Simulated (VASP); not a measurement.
Na3SCl: relaxation of cell and atoms with r2SCAN+rVV10

Na3SCl:

```
Cl S Na
1.0
     5.17305    0.00000    0.00000
     0.00000    5.17305    0.00000
     0.00000    0.00000    5.17305
Cl S Na
1 1 3
Cartesian
  0.0000 0.0000 0.0000
  2.5865 2.5865 2.5865
  2.5865 2.5865 0.0000
  2.5865 0.0000 2.5865
  0.0000 2.5865 2.5865
```

```yaml
Program: VASP 6.6.1
Task: relaxation of cell and atoms
Functional: r2SCAN
Dispersion: rVV10
Potentials_or_basis: VASP PAW PBE potentials, release 64 (Cl, S, Na_pv)
Cutoff: 600 eV
k_mesh: 4 × 4 × 4
Occupations: fermi-dirac, width 0.03 eV
Spin: no spin polarisation
Dipole_correction: no
Further_INCAR_settings: ALGO = Normal; EDIFF = 1e-07; IBRION = 2; EDIFFG = -0.01; NSW = 100; ISIF = 3
```

The relaxed volume is 27.47 Å³/atom and the relaxed cell is a = 5.159 Å, b = 5.159 Å, c = 5.159 Å, α = 90.00°, β = 90.00°, γ = 90.00°. The space group after relaxing (to 0.05 Å) is Pm-3m (No. 221), the energy gained by relaxing is 0.2 meV/atom and the ionic steps are 4. The pressure after relaxing is 0.0 GPa and the band gap on the k mesh is 3.18 eV, direct.

The path:
```tsv
step	energy change (eV)	largest force (eV/Å)	pressure (GPa)	volume (Å³)
1	0.0000	0.0000	-0.20	138.43
2	-0.0009	0.0000	-0.09	137.73
3	-0.0010	0.0000	-0.07	137.60
4	-0.0011	0.0000	-0.02	137.35
```

Final structure:
```yaml
crystal:
  lattice:
    - [5.15948, 0.00000, 0.00000]
    - [0.00000, 5.15948, 0.00000]
    - [0.00000, 0.00000, 5.15948]
  atoms:
    - { symbol: Cl, position: [0.00000, 0.00000, 0.00000] }
    - { symbol: S, position: [0.50000, 0.50000, 0.50000] }
    - { symbol: Na, position: [0.50000, 0.50000, 0.00000] }
    - { symbol: Na, position: [0.50000, 0.00000, 0.50000] }
    - { symbol: Na, position: [0.00000, 0.50000, 0.50000] }
```

Levels at points of the mesh, in eV from the valence-band top:
```tsv
k point	band 15	band 16	band 17	band 18	band 19	band 20
(0.00, 0.00, 0.00)	0.00	0.00	0.00	3.18	6.05	6.05
(0.50, 0.00, 0.00)	-0.76	-0.13	-0.13	5.40	5.50	7.00
(0.50, 0.50, 0.00)	-0.28	-0.28	-0.09	4.96	5.96	7.33
(0.50, 0.50, 0.50)	-0.63	-0.63	-0.63	6.44	6.44	6.44
```

Wall time 13 min on 1 thread of Intel Xeon 6975P-C, on a shared host, peak memory 0.57 GiB.

Caveat: the PAW data sets were made with another functional, which shifts forces and pressure a little. r2SCAN opens gaps a little over a GGA but as a rule still falls short of measured ones.
